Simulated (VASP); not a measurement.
# CdTe (F-43m) in VASP: notebook, part 2 of 2

VASP 6.6.1.

### Step 3. Vibrations by perturbation theory, LDA

This run uses another cell than the first one, of 32.92 Å³/atom.

Input file INCAR:

```
  PREC = Accurate
  ENCUT = 520
  EDIFF = 1E-8
  ISMEAR = 0
  SIGMA = 0.01
  LREAL = F
  LASPH = T
  NELM = 60
  ALGO = Normal
  ISIF = 2
  LWAVE = F
  LCHARG = F
  GGA = CA
  NBANDS = 16
  IBRION = 8
  NSW = 1
```

Input file KPOINTS:

```
Automatic mesh
0
Gamma
  6 6 6
```

Input file POSCAR:

```
CdTe
1.0
    3.2050000000      3.2050000000      0.0000000000
   -3.2050000000      3.2050000000      0.0000000000
    0.0000000000      3.2050000000      3.2050000000
Cd Te
1 1
Direct
    0.0000000000      0.0000000000      0.0000000000
    0.7500000000      0.2500000000      0.5000000000
```

Potentials or basis: VASP PAW LDA potentials, release 64 (Cd, Te).

Started as:

```bash
> cat potpaw_LDA.64/Cd/POTCAR potpaw_LDA.64/Te/POTCAR > POTCAR
> mpirun -np 1 vasp_std > vasp.out
```

OUTCAR:

```text
PREC = Accurate
   ENCUT = 520
   EDIFF = 1E-8
   ISMEAR = 0
   LREAL = F
   LASPH = T
   NELM = 60
   ISIF = 2
   GGA = CA
   IBRION = 8
   NSW = 1

 ion  position               nearest neighbor table
   1  0.000  0.000  0.000-   2 2.78   2 2.78   2 2.78   2 2.78
   2  0.750  0.250  0.500-   1 2.78   1 2.78   1 2.78   1 2.78

  LATTYP: Found a face centered cubic cell.
 ALAT       =     6.4100000000

  Lattice vectors:

 A1 = (   0.0000000000,   3.2050000000,   3.2050000000)
 A2 = (   3.2050000000,   0.0000000000,   3.2050000000)
 A3 = (   3.2050000000,   3.2050000000,   0.0000000000)

Analysis of symmetry for initial positions (statically):
=====================================================================
 Subroutine PRICEL returns:
 Original cell was already a primitive cell.

 Routine SETGRP: Setting up the symmetry group for a
 face centered cubic supercell.

 Subroutine GETGRP returns: Found 24 space group operations
 (whereof 24 operations were pure point group operations)
 out of a pool of 48 trial point group operations.

The static configuration has the point symmetry T_d .

Analysis of symmetry for dynamics (positions and initial velocities):
=====================================================================
 Subroutine PRICEL returns:
 Original cell was already a primitive cell.

 Routine SETGRP: Setting up the symmetry group for a
 face centered cubic supercell.

 Subroutine GETGRP returns: Found 24 space group operations
 (whereof 24 operations were pure point group operations)
 out of a pool of 48 trial point group operations.

The dynamic configuration has the point symmetry T_d .

 Subroutine INISYM returns: Found 24 space group operations
 (whereof 24 operations are pure point group operations),
 and found     1 'primitive' translations

----------------------------------------------------------------------------------------

                                     Primitive cell

  volume of cell :      65.8437

  direct lattice vectors                    reciprocal lattice vectors
     3.205000000  3.205000000  0.000000000     0.156006240  0.156006240 -0.156006240
    -3.205000000  3.205000000  0.000000000    -0.156006240  0.156006240 -0.156006240
     0.000000000  3.205000000  3.205000000     0.000000000  0.000000000  0.312012480

  length of vectors
     4.532554467  4.532554467  4.532554467     0.270210734  0.270210734  0.312012480

  position of ions in fractional coordinates (direct lattice)
     0.000000000  0.000000000  0.000000000
     0.750000000  0.250000000  0.500000000

  ion indices of the primitive-cell ions
   primitive index   ion index
                 1           1
                 2           2

----------------------------------------------------------------------------------------
[... 116 lines left out ...]
 fundamental gap:      0.6506789945
 Fermi energy:         2.5770798274

 k-point     1 :       0.0000    0.0000    0.0000
  band No.  band energies     occupation
      1      -8.9648      2.00000
      2      -5.9470      2.00000
      3      -5.9470      2.00000
      4      -5.9470      2.00000
      5      -5.6579      2.00000
      6      -5.6579      2.00000
[... 283 lines left out ...]
      5      -5.6448      2.00000
      6      -5.0648      2.00000
[... 8 lines left out ...]
     15      13.5702      0.00000
     16      13.8135      0.00000

------------------------ aborting loop because EDIFF is reached ----------------------------------------

  FORCE on cell =-STRESS in cart. coord.  units (eV):
  Direction    XX          YY          ZZ          XY          YZ          ZX
  --------------------------------------------------------------------------------------
  -------------------------------------------------------------------------------------
  Total        0.1079314      0.1079314      0.1079314     -0.0000000      0.0000000     -0.0000000
  in kB        2.6262997      2.6262997      2.6262997     -0.0000000      0.0000000     -0.0000000
  external PRESSURE =       2.6262997 kB  Pullay stress =       0.0000000 kB

 VOLUME and BASIS-vectors are now :
 -----------------------------------------------------------------------------
  energy-cutoff  :      520.00
  volume of cell :       65.84
      direct lattice vectors                 reciprocal lattice vectors
     3.205000000  3.205000000  0.000000000     0.156006240  0.156006240 -0.156006240
    -3.205000000  3.205000000  0.000000000    -0.156006240  0.156006240 -0.156006240
     0.000000000  3.205000000  3.205000000     0.000000000  0.000000000  0.312012480

 POSITION                                       TOTAL-FORCE (eV/Angst)
 -----------------------------------------------------------------------------------
      0.00000      0.00000      0.00000        -0.000000      0.000000      0.000000
      1.60250      4.80750      1.60250         0.000000      0.000000      0.000000
 -----------------------------------------------------------------------------------
    total drift:                                0.000000      0.000000      0.000000

  FREE ENERGIE OF THE ION-ELECTRON SYSTEM (eV)
  ---------------------------------------------------
  free  energy   TOTEN  =        -6.0442753265 eV

  energy  without entropy=       -6.0442753265  energy(sigma->0) =       -6.04427533

[... ionic steps 2 to 3 ...]

--------------------------------------- Ionic step        4  -------------------------------------------

------------------------ aborting loop because EDIFF is reached ----------------------------------------

[... ionic steps 5 to 6 ...]

--------------------------------------- Ionic step        7  -------------------------------------------

 Free energy of the ion-electron system (eV)
  ---------------------------------------------------
  ---------------------------------------------------
  free energy    TOTEN  =        -0.04963675 eV

  energy without entropy =       -0.04963675

------------------------ aborting loop because EDIFF is reached ----------------------------------------

 INTERNAL STRAIN TENSOR  FOR ION    2  DIRECTION 1   (eV/Angst):
 -----------------------------------------------------------------------------
     0.01344  0.00000  0.00000
     0.00000 -0.01227  6.33248
     0.00000  6.33248 -0.01227

 INTERNAL STRAIN TENSOR FOR ION    2 for displacements in x,y,z  (eV/Angst):
          X           Y           Z          XY          YZ          ZX
  --------------------------------------------------------------------------------
  x     0.00000    -0.00000    -0.00000     0.00000     6.33248     0.00000
  y    -0.00000     0.00000    -0.00000     0.00000     0.00000     6.33248
  z    -0.00000    -0.00000     0.00000     6.33248     0.00000     0.00000

 SECOND DERIVATIVES (NOT SYMMETRIZED)
 ------------------------------------
               1X          1Y          1Z          2X          2Y          2Z
  1X    -4.919170    0.000000   -0.000000    4.919170   -0.000000    0.000000
  1Y    -0.000000   -4.919170    0.000000    0.000000    4.919170   -0.000000
  1Z    -0.000000    0.000000   -4.919170    0.000000   -0.000000    4.919170
  2X     4.941604    0.000000   -0.000000   -4.941604   -0.000000    0.000000
  2Y    -0.000000    4.941604    0.000000    0.000000   -4.941604   -0.000000
  2Z    -0.000000    0.000000    4.941604    0.000000   -0.000000   -4.941604

 Eigenvectors and eigenvalues of the dynamical matrix
 ----------------------------------------------------

   1 f  =    4.489997 THz    28.211485 2PiTHz  149.770186 cm-1    18.569128 meV
             X         Y         Z           dx          dy          dz
      0.000000  0.000000  0.000000     0.728361    0.000000    0.000000
      1.602500  4.807500  1.602500    -0.685194   -0.000000    0.000000
[... 21 lines left out ...]
   6 f/i=    0.005098 THz     0.032032 2PiTHz    0.170052 cm-1     0.021084 meV
             X         Y         Z           dx          dy          dz
      0.000000  0.000000  0.000000     0.685194    0.000000   -0.000000
      1.602500  4.807500  1.602500     0.728361    0.000000    0.000000

--------------------------------------------------------------------------------------------------------

 ELASTIC MODULI CONTR FROM IONIC RELAXATION (kBar)
 Direction    XX          YY          ZZ          XY          YZ          ZX
 --------------------------------------------------------------------------------
 XX          -0.0000     -0.0000     -0.0000      0.0000     -0.0000      0.0000
 YY          -0.0000     -0.0000     -0.0000      0.0000      0.0000      0.0000
 ZZ          -0.0000     -0.0000     -0.0000     -0.0000      0.0000      0.0000
 XY           0.0000      0.0000     -0.0000   -204.1685     -0.0000      0.0000
 YZ          -0.0000      0.0000      0.0000     -0.0000   -204.1685     -0.0000
 ZX           0.0000      0.0000      0.0000      0.0000     -0.0000   -204.1685
 --------------------------------------------------------------------------------
```

Wall time 58 s (1 thread of Intel Xeon 6975P-C (Granite Rapids), shared host); peak memory 0.29 GiB.

Results:

| Property | Result |
| --- | --- |
| Highest phonon frequency at Γ, LO-TO splitting left out | 150 cm⁻¹ |

Phonon frequencies in cm⁻¹ (negative: imaginary):
```csv
q point,frequencies
"(0.000, 0.000, 0.000)",0 0 0 150 150 150
```

Caveat: spin-orbit coupling is left out, which moves the levels of the heavy elements.

### Step 4. Vibrations by perturbation theory, LDA

This run uses another cell than the first one, of 34.56 Å³/atom.

Input file INCAR:

```
SYSTEM = CdTe
PREC = Accurate
ENCUT = 520
EDIFF = 1E-8
ISMEAR = 0
SIGMA = 0.01
LREAL = .False.
LASPH = .True.
NELM = 100
ALGO = Normal
ISIF = 2
LWAVE = .False.
LCHARG = .False.
GGA = CA
NBANDS = 16
IBRION = 8
NSW = 1
```

Input file KPOINTS:

```
regular mesh
0
Gamma
  6 6 6
  0 0 0
```

Input file POSCAR:

```
CdTe
1.0
    3.2572435003      3.2572435003      0.0000000000
   -3.2572435003      3.2572435003      0.0000000000
    0.0000000000      3.2572435003      3.2572435003
Cd Te
1 1
Direct
    0.0000000000      0.0000000000      0.0000000000
    0.7500000000      0.2500000000      0.5000000000
```

Potentials or basis: VASP PAW LDA potentials, release 64 (Cd, Te).

Started as:

```bash
> cat potpaw_LDA.64/Cd/POTCAR potpaw_LDA.64/Te/POTCAR > POTCAR
> mpirun -np 1 vasp_std > vasp.out
```

OUTCAR:

```text
SYSTEM = CdTe
   PREC = Accurate
   ENCUT = 520
   EDIFF = 1E-8
   ISMEAR = 0
   LREAL = .False.
   LASPH = .True.
   NELM = 100
   ISIF = 2
   GGA = CA
   IBRION = 8
   NSW = 1

 ion  position               nearest neighbor table
   1  0.000  0.000  0.000-   2 2.82   2 2.82   2 2.82   2 2.82
   2  0.750  0.250  0.500-   1 2.82   1 2.82   1 2.82   1 2.82

  LATTYP: Found a face centered cubic cell.
 ALAT       =     6.5144870006
[... 551 lines left out ...]
 ------------------------------------
               1X          1Y          1Z          2X          2Y          2Z
  1X    -4.145597    0.000000    0.000000    4.145597    0.000000    0.000000
  1Y     0.000000   -4.145597    0.000000    0.000000    4.145597    0.000000
  1Z     0.000000    0.000000   -4.145597    0.000000    0.000000    4.145597
  2X     4.147153   -0.000000    0.000000   -4.147153    0.000000   -0.000000
  2Y     0.000000    4.147153   -0.000000   -0.000000   -4.147153    0.000000
  2Z     0.000000   -0.000000    4.147153   -0.000000    0.000000   -4.147153

 Eigenvectors and eigenvalues of the dynamical matrix
 ----------------------------------------------------

   1 f  =    4.117829 THz    25.873082 2PiTHz  137.355985 cm-1    17.029964 meV
             X         Y         Z           dx          dy          dz
      0.000000  0.000000  0.000000     0.000000   -0.000000    0.729074
      1.628622  4.885865  1.628622    -0.000000    0.000000   -0.684435
[... 21 lines left out ...]
   6 f/i=    0.000386 THz     0.002423 2PiTHz    0.012861 cm-1     0.001595 meV
             X         Y         Z           dx          dy          dz
      0.000000  0.000000  0.000000    -0.684435   -0.000000   -0.000000
      1.628622  4.885865  1.628622    -0.729074   -0.000000    0.000000

--------------------------------------------------------------------------------------------------------

 ELASTIC MODULI CONTR FROM IONIC RELAXATION (kBar)
 Direction    XX          YY          ZZ          XY          YZ          ZX
 --------------------------------------------------------------------------------
 XX          -0.0000      0.0000      0.0000      0.0000     -0.0000     -0.0000
 YY           0.0000     -0.0000      0.0000      0.0000      0.0000      0.0000
 ZZ           0.0000      0.0000     -0.0000     -0.0000      0.0000     -0.0000
 XY           0.0000      0.0000     -0.0000   -126.1163      0.0000     -0.0000
 YZ          -0.0000      0.0000      0.0000      0.0000   -126.1163      0.0000
 ZX          -0.0000      0.0000     -0.0000     -0.0000      0.0000   -126.1163
 --------------------------------------------------------------------------------
```

stdout:

```text
POSCAR found type information on POSCAR CdTe
 POSCAR found :  2 types and       2 ions
 scaLAPACK will be used
 LDA part: xc-table for (Slater(with rela. corr.)+CA(PZ))
 , standard interpolation
 POSCAR, INCAR and KPOINTS ok, starting setup
 FFT: planning ... GRIDC
 FFT: planning ... GRID_SOFT
 FFT: planning ... GRID
 WAVECAR not read
 entering main loop
 Linear response reoptimize wavefunctions to high precision
 Linear response DOF=           2
 Linear response progress:
 first order change of Fermi-energy   0.13436E-03
 force on displaced ion       1 direction 1 :  -4.146   0.000   0.000
 Linear response progress:
 first order change of Fermi-energy  -0.62524E-03
 force on displaced ion       2 direction 1 :  -4.147   0.000   0.000
 Linear response finished
```

Wall time 58 s (1 thread of Intel Xeon 6975P-C (Granite Rapids), shared host); peak memory 0.3 GiB.

What came out:

* Highest phonon frequency at Γ, LO-TO splitting left out: 137 cm⁻¹

Phonon frequencies in cm⁻¹ (negative: imaginary):
```csv
q point,frequencies
"(0.000, 0.000, 0.000)",0 0 0 137 137 137
```

Caveat: the cell stands under pressure or tension, which shifts response properties; spin-orbit coupling is left out, which moves the levels of the heavy elements.
